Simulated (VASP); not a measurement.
Sn, 4 atoms in the cell. Symmetry: P6_3/mmc, No. 194, hexagonal system. Conventional cell: a = 4.017 Å, b = 4.017 Å, c = 10.940 Å, α = 90.00°, β = 90.00°, γ = 120.00°. Within 3.1 Å of Sn (site symmetry -6m2) lie 3 Sn at 2.32 Å. Sn (site symmetry -6m2) has 3 Sn at 2.32 Å within 3.1 Å. This isn't the form of Sn at room conditions, which is tetragonal (white tin).

```yaml
Program: VASP 6.6.1
Task: relaxation of cell and atoms
Functional: PBEsol
Potentials_or_basis: VASP PAW PBE potentials, release 64 (Sn_d)
Cutoff: 600 eV
k_mesh: 6 × 6 × 2
Occupations: gaussian, width 0.1 eV
Spin: no spin polarisation
Dipole_correction: no
Further_INCAR_settings: ALGO = Fast; EDIFF = 1e-06; IBRION = 2; EDIFFG = -0.04; NSW = 90; ISIF = 3
```

Potentials or basis: VASP PAW PBE potentials, release 64 (Sn_d).

Command:

```sh
$ cat potpaw_PBE.64/Sn_d/POTCAR > POTCAR
$ mpirun -np 1 vasp_std > vasp.out
```

Hardware: 1 thread of AMD EPYC 9R45 96-Core Processor (Zen 5) (shared host).

Q: Estimate the wall time of this run.

A: Wall time 21 min on 1 thread of AMD EPYC 9R45 96-Core Processor (Zen 5), on a shared host, peak memory 0.31 GiB. Counts: scf iterations 447, k points 14, ion steps 41.
